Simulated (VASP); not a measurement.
# H (Cmcm) in VASP: notebook

The runs below take H through single point, with r2SCAN.

Program: VASP 6.6.1. These are calculated values, not measurements. Logs are shortened: lines on timing, memory, paths and dates and some standing lists are left out, and cuts for length are marked.

### Step 1. The cell of the first run

The structure is orthorhombic, space group Cmcm (No. 63). The conventional cell has a = 3.297 Å, b = 5.463 Å, c = 6.314 Å, α = 90.00°, β = 90.00°, γ = 90.00°. Within 1.0 Å of H (site symmetry m) lie 1 H at 0.74 Å.

### Step 2. Single point, r2SCAN

Contents of POSCAR:

```
H
1.0
    1.6485318600     -2.7316882300      0.0000000000
    1.6485318600      2.7316882300      0.0000000000
    0.0000000000      0.0000000000      6.3137686200
H
4
Direct
    0.5678085000      0.4321915000      0.9995149500
    0.4321915000      0.5678085000      0.0004850500
    0.4321915000      0.5678085000      0.4995149500
    0.5678085000      0.4321915000      0.5004850500
```

Contents of INCAR.step1:

```
  PREC = Accurate
  ENCUT = 520
  ISMEAR = 0
  SIGMA = 0.02
  LREAL = False
  LASPH = True
  NELM = 80
  NBANDS = 10
  GGA = PE
  ALGO = Normal
  EDIFF = 1E-4
  LWAVE = True
  LCHARG = False
```

Contents of INCAR.step2:

```
  PREC = Accurate
  ENCUT = 520
  EDIFF = 1E-7
  ISMEAR = 0
  SIGMA = 0.02
  LREAL = False
  LASPH = True
  NELM = 80
  ALGO = Normal
  ISIF = 2
  LWAVE = False
  LCHARG = False
  METAGGA = R2SCAN
  LMIXTAU = True
  NBANDS = 10
  ISTART = 1
```

Contents of KPOINTS:

```
Automatic mesh
0
Gamma
  6 6 2
  0.5 0.5 0.5
```

Potentials or basis: VASP PAW PBE potentials, release 64 (H).

Launch:

```sh
$ cat potpaw_PBE.64/H/POTCAR > POTCAR
$ cp INCAR.step1 INCAR
$ mpirun -np 1 vasp_std > vasp.out
$ cp INCAR.step2 INCAR
$ mpirun -np 1 vasp_std > vasp.out
```

OUTCAR:

```text
PREC = Accurate
   ENCUT = 520
   EDIFF = 1E-7
   ISMEAR = 0
   LREAL = False
   LASPH = True
   NELM = 80
   ISIF = 2
   METAGGA = R2SCAN
   ISTART = 1

 ion  position               nearest neighbor table
   1  0.568  0.432  1.000-   2 0.74
   2  0.432  0.568  0.000-   1 0.74
   3  0.432  0.568  0.500-   4 0.74
   4  0.568  0.432  0.500-   3 0.74

  LATTYP: Found a base centered orthorhombic cell.
 ALAT       =     3.2970637200
 B/A-ratio  =     1.6570430310
 C/A-ratio  =     1.9149671211

  Lattice vectors:

 A1 = (   1.6485318600,  -2.7316882300,   0.0000000000)
 A2 = (   1.6485318600,   2.7316882300,   0.0000000000)
 A3 = (   0.0000000000,   0.0000000000,   6.3137686200)

Analysis of symmetry for initial positions (statically):
=====================================================================
 Subroutine PRICEL returns:
 Original cell was already a primitive cell.

 Routine SETGRP: Setting up the symmetry group for a
 base centered orthorhombic supercell.

 Subroutine GETGRP returns: Found  8 space group operations
 (whereof  4 operations were pure point group operations)
 out of a pool of  8 trial point group operations.

The static configuration has the point symmetry C_2h.
 The point group associated with its full space group is D_2h.

Analysis of symmetry for dynamics (positions and initial velocities):
=====================================================================
 Subroutine PRICEL returns:
 Original cell was already a primitive cell.

 Routine SETGRP: Setting up the symmetry group for a
 base centered orthorhombic supercell.

 Subroutine GETGRP returns: Found  8 space group operations
 (whereof  4 operations were pure point group operations)
 out of a pool of  8 trial point group operations.

The dynamic configuration has the point symmetry C_2h.
 The point group associated with its full space group is D_2h.

 Subroutine INISYM returns: Found  8 space group operations
 (whereof  4 operations are pure point group operations),
 and found     1 'primitive' translations

----------------------------------------------------------------------------------------

                                     Primitive cell

  volume of cell :      56.8653

  direct lattice vectors                    reciprocal lattice vectors
     1.648531860 -2.731688230  0.000000000     0.303300174 -0.183036993  0.000000000
     1.648531860  2.731688230  0.000000000     0.303300174  0.183036993  0.000000000
     0.000000000  0.000000000  6.313768620     0.000000000  0.000000000  0.158384011

  length of vectors
     3.190576418  3.190576418  6.313768620     0.354250669  0.354250669  0.158384011

  position of ions in fractional coordinates (direct lattice)
     0.567808500  0.432191500  0.999514950
     0.432191500  0.567808500  0.000485050
     0.432191500  0.567808500  0.499514950
     0.567808500  0.432191500  0.500485050

  ion indices of the primitive-cell ions
   primitive index   ion index
                 1           1
                 2           2
                 3           3
                 4           4

----------------------------------------------------------------------------------------

 KPOINTS: Automatic mesh

Automatic generation of k-mesh.
 Grid dimensions read from file:
 generate k-points for:    6    6    2

 Generating k-lattice:

  Cartesian coordinates                     Fractional coordinates (reciprocal lattice)
     0.050550029 -0.030506166  0.000000000     0.166666667  0.000000000  0.000000000
     0.050550029  0.030506166  0.000000000     0.000000000  0.166666667  0.000000000
     0.000000000  0.000000000  0.079192006     0.000000000  0.000000000  0.500000000

  Length of vectors
     0.059041778  0.059041778  0.079192006

  Shift w.r.t. Gamma in fractional coordinates (k-lattice)
     0.500000000  0.500000000  0.500000000

 Subroutine IBZKPT returns following result:
 ===========================================

 Found     12 irreducible k-points:

 Following reciprocal coordinates:
            Coordinates               Weight
  0.083333  0.083333  0.250000      4.000000
  0.250000  0.083333  0.250000      8.000000
  0.416667  0.083333  0.250000      8.000000
 -0.416667  0.083333  0.250000      8.000000
 -0.250000  0.083333  0.250000      8.000000
 -0.083333  0.083333  0.250000      4.000000
  0.250000  0.250000  0.250000      4.000000
  0.416667  0.250000  0.250000      8.000000
 -0.416667  0.250000  0.250000      8.000000
 -0.250000  0.250000  0.250000      4.000000
  0.416667  0.416667  0.250000      4.000000
 -0.416667  0.416667  0.250000      4.000000
   k-points           NKPTS =     12   k-points in BZ     NKDIM =     12   number of bands    NBANDS=     10
   number of dos      NEDOS =    301   number of ions     NIONS =      4
   total plane-waves  NPLWV =  27648
   dimension x,y,z NGX =    24 NGY =   24 NGZ =   48
   dimension x,y,z NGXF=    48 NGYF=   48 NGZF=   96
   ions per type =               4
   NGX,Y,Z   is equivalent  to a cutoff of  12.51, 12.51, 12.64 a.u.
   NGXF,Y,Z  is equivalent  to a cutoff of  25.01, 25.01, 25.28 a.u.
 SYSTEM =  unknown system
   PREC   = accura    normal or accurate (medium, high low for compatibility)
   ISTART =      1    job   : 0-new  1-cont  2-samecut
   ICHARG =      0    charge: 1-file 2-atom 10-const
   ISPIN  =      1    spin polarized calculation?
   LNONCOLLINEAR =      F non collinear calculations
   LSORBIT =      F    spin-orbit coupling
   LASPH  =      T    aspherical Exc in radial PAW
   ENCUT  =  520.0 eV  38.22 Ry    6.18 a.u.   5.93  5.93 11.74*2*pi/ulx,y,z
   NELM   =     80;   NELMIN=  2; NELMDL=  0     # of ELM steps
   EDIFF  = 0.1E-06   stopping-criterion for ELM
   LREAL  =      F    real-space projection
   EDIFFG = 0.1E-05   stopping-criterion for IOM
   NSW    =      0    number of steps for IOM
   IBRION =     -1    ionic relax: 0-MD 1-quasi-New 2-CG
   NFREE  =      0    steps in history (QN), initial steepest desc. (CG)
   ISIF   =      2    stress and relaxation
   ISYM   =      2    0-nonsym 1-usesym 2-fastsym
   POTIM  = 0.5000    time-step for ionic-motion
   TEBEG  =    0.0;   TEEND  =   0.0 temperature during run
   PSTRESS=    0.0 pullay stress
   NELECT =       4.0000    total number of electrons
   NUPDOWN=      -1.0000    fix difference up-down
   EMIN   =  10.00;   EMAX   =-10.00  energy-range for DOS
   EFERMI =   0.00;   METHOD = LEGACY
   ISMEAR =     0;   SIGMA  =   0.02  broadening in eV -4-tet -1-fermi 0-gaus
   EFERMI_NEDOS =   21; number of points for ismear=-14 and -15
   IALGO  =     38    algorithm
   IMIX   =      4    mixing-type and parameters
     AMIX     =   0.40;   BMIX     =  1.00
     AMIX_MAG =   1.60;   BMIX_MAG =  1.00
  volume/ion in A,a.u.               =      14.22        95.94
  Fermi-wavevector in a.u.,A,eV,Ry     =   0.675791  1.277060  6.213693  0.456694
  Thomas-Fermi vector in A             =   1.752912
   LORBIT       =      0    0 simple, 1 ext, 2 COOP (PROOUT), +10 PAW based schemes
   METAGGA = R2SCAN    functional components
   LHFCALC =     F    Hartree Fock is set to
   AEXX    =    0.0000 exact exchange contribution
   IVDW    =     0    specifies the selected vdW correction
   LEPSILON=     F    determine dielectric tensor
   LRPA    =     F    only Hartree local field effects (RPA)
 non-spin polarized calculation
 Gauss-broadening in eV      SIGMA  =   0.02
  energy-cutoff  :      520.00
  volume of cell :       56.87
 maximum number of plane-waves:      1545
   NGX = 11   NGY = 11   NGZ = 23

 number of electron       3.9999998 magnetization

 Free energy of the ion-electron system (eV)
  ---------------------------------------------------
  ext. energy  EPLUGINS =         0.00000000
  ---------------------------------------------------
  free energy    TOTEN  =       -13.78558766 eV

  energy without entropy =      -13.78558766  energy(sigma->0) =      -13.78558766

 E-fermi :  -9.0142     XC(G=0):  -4.7200

 val. band max:       -9.1152246292   @ k =   0.4167   0.4167   0.2500
 cond. band min:       0.4982265554   @ k =  -0.4167   0.4167   0.2500
 fundamental gap:      9.6134511846
 Fermi energy:        -9.0141688676

 k-point     1 :       0.0833    0.0833    0.2500
  band No.  band energies     occupation
      1     -10.6669      2.00000
      2     -10.2021      2.00000
      3       1.9041      0.00000
      4       3.7128      0.00000
      5       7.7690      0.00000
      6       8.0971      0.00000
      7       8.4996      0.00000
      8       9.1625      0.00000
      9      13.6003      0.00000
     10      14.8682      0.00000

 k-point     2 :       0.2500    0.0833    0.2500
  band No.  band energies     occupation
      1     -10.1802      2.00000
      2      -9.7745      2.00000
      3       2.7675      0.00000
      4       2.9493      0.00000
      5       5.3376      0.00000
      6       6.2008      0.00000
      7       8.0564      0.00000
      8       9.0399      0.00000
      9      11.7370      0.00000
     10      12.4720      0.00000

 k-point     3 :       0.4167    0.0833    0.2500
  band No.  band energies     occupation
      1      -9.7355      2.00000
      2      -9.3903      2.00000
      3       1.4517      0.00000
      4       2.9478      0.00000
      5       5.3813      0.00000
      6       6.1538      0.00000
      7       7.8287      0.00000
      8       8.6561      0.00000
      9       9.1647      0.00000
     10      12.1833      0.00000
[... 92 lines left out ...]
 k-point    11 :       0.4167    0.4167    0.2500
  band No.  band energies     occupation
      1      -9.4353      2.00000
      2      -9.1152      2.00000
      3       0.5978      0.00000
      4       1.8819      0.00000
      5       5.5956      0.00000
      6       6.2386      0.00000
      7       7.8310      0.00000
      8       8.2150      0.00000
      9      10.1113      0.00000
     10      12.5031      0.00000

 k-point    12 :      -0.4167    0.4167    0.2500
  band No.  band energies     occupation
      1      -9.5697      2.00000
      2      -9.2266      2.00000
      3       0.4982      0.00000
      4       1.7715      0.00000
      5       5.2461      0.00000
      6       7.5447      0.00000
      7       8.9024      0.00000
      8       9.7900      0.00000
      9      11.2609      0.00000
     10      11.2701      0.00000

------------------------ aborting loop because EDIFF is reached ----------------------------------------

  FORCE on cell =-STRESS in cart. coord.  units (eV):
  Direction    XX          YY          ZZ          XY          YZ          ZX
  --------------------------------------------------------------------------------------
  -------------------------------------------------------------------------------------
  Total        0.0221024      0.0259021      0.0217518      0.0000000      0.0000000      0.0000000
  in kB        0.6227331      0.7297901      0.6128552      0.0000000      0.0000000      0.0000000
  external PRESSURE =       0.6551261 kB  Pullay stress =       0.0000000 kB

 VOLUME and BASIS-vectors are now :
 -----------------------------------------------------------------------------
  energy-cutoff  :      520.00
  volume of cell :       56.87
      direct lattice vectors                 reciprocal lattice vectors
     1.648531860 -2.731688230  0.000000000     0.303300174 -0.183036993  0.000000000
     1.648531860  2.731688230  0.000000000     0.303300174  0.183036993  0.000000000
     0.000000000  0.000000000  6.313768620     0.000000000  0.000000000  0.158384011

 POSITION                                       TOTAL-FORCE (eV/Angst)
 -----------------------------------------------------------------------------------
      1.64853     -0.37046      6.31071         0.000000     -0.010121     -0.000472
      1.64853      0.37046      0.00306         0.000000      0.010121      0.000472
      1.64853      0.37046      3.15382         0.000000      0.010121     -0.000472
      1.64853     -0.37046      3.15995         0.000000     -0.010121      0.000472
 -----------------------------------------------------------------------------------
    total drift:                                0.000000      0.000000      0.000000

  FREE ENERGIE OF THE ION-ELECTRON SYSTEM (eV)
  ---------------------------------------------------
  free  energy   TOTEN  =       -13.7855876606 eV

  energy  without entropy=      -13.7855876606  energy(sigma->0) =      -13.78558766
```

Wall time 63 s (1 thread of AMD EPYC 7R13, shared host); peak memory 0.13 GiB.

Results:

```
Free energy            : -13.7856 eV
Pressure               : 0.1 GPa
Largest force          : 0.010 eV/Å
Band gap on the k mesh : 9.61 eV
```

Forces in eV/Å, atoms in the order of the input:
```
H    0.000 -0.010  0.000
H    0.000  0.010  0.000
H    0.000  0.010  0.000
H    0.000 -0.010  0.000
```

Caveat: the PAW data sets were made with another functional, which shifts forces and pressure a little; a shifted mesh leaves out Γ, where band edges can lie.

### Step 3. Single point, r2SCAN

POSCAR is that of step 2.

Contents of INCAR.step1:

```
SYSTEM = H
  PREC = Accurate
  ENCUT = 520
  ISMEAR = 0
  SIGMA = 0.02
  LREAL = .FALSE.
  LASPH = .TRUE.
  NELM = 60
  NBANDS = 10
  GGA = PE
  ALGO = Normal
  EDIFF = 1E-4
  LWAVE = .TRUE.
  LCHARG = .FALSE.
```

Contents of INCAR.step2:

```
SYSTEM = H
  PREC = Accurate
  ENCUT = 520
  EDIFF = 1E-6
  ISMEAR = 0
  SIGMA = 0.02
  LREAL = .FALSE.
  LASPH = .TRUE.
  NELM = 60
  ALGO = Normal
  ISIF = 2
  LWAVE = .FALSE.
  LCHARG = .FALSE.
  METAGGA = R2SCAN
  LMIXTAU = .TRUE.
  NBANDS = 10
  ISTART = 1
```

Contents of KPOINTS:

```
Automatic mesh
0
G
  6 6 4
  0 0 0
```

Potentials or basis: VASP PAW PBE potentials, release 64 (H).

Launch:

```sh
$ cat potpaw_PBE.64/H/POTCAR > POTCAR
$ cp INCAR.step1 INCAR
$ mpirun -np 1 vasp_std > vasp.out
$ cp INCAR.step2 INCAR
$ mpirun -np 1 vasp_std > vasp.out
```

Wall time 2.1 min (1 thread of AMD EPYC 7R13, shared host); peak memory 0.14 GiB.

It converged, with:

```
Free energy            : -13.7856 eV
Pressure               : 0.1 GPa
Largest force          : 0.010 eV/Å
Band gap on the k mesh : 9.09 eV
```

Forces in eV/Å, atoms in the order of the input:
```
H    0.000 -0.010  0.000
H    0.000  0.010  0.000
H    0.000  0.010  0.000
H    0.000 -0.010  0.000
```

Levels at points of the mesh, in eV from the valence-band top:
| k point | band 1 | band 2 | band 3 | band 4 | band 5 | band 6 |
| --- | --- | --- | --- | --- | --- | --- |
| (0.00, 0.00, 0.00) | -1.88 | -1.19 | 10.18 | 13.41 | 17.61 | 18.42 |
| (0.50, 0.00, 0.00) | -0.74 | -0.26 | 10.08 | 12.38 | 14.19 | 15.95 |
| (0.50, 0.50, 0.00) | -0.46 | 0.00 | 9.09 | 11.01 | 14.71 | 16.00 |
| (0.00, 0.00, 0.50) | -1.55 | -1.55 | 11.71 | 11.71 | 17.99 | 17.99 |
| (0.50, 0.00, 0.50) | -0.51 | -0.51 | 10.91 | 10.91 | 15.74 | 15.74 |
| (0.50, 0.50, 0.50) | -0.24 | -0.24 | 9.84 | 9.84 | 15.96 | 15.96 |

Caveat: the PAW data sets were made with another functional, which shifts forces and pressure a little. A k mesh can miss the band edges.
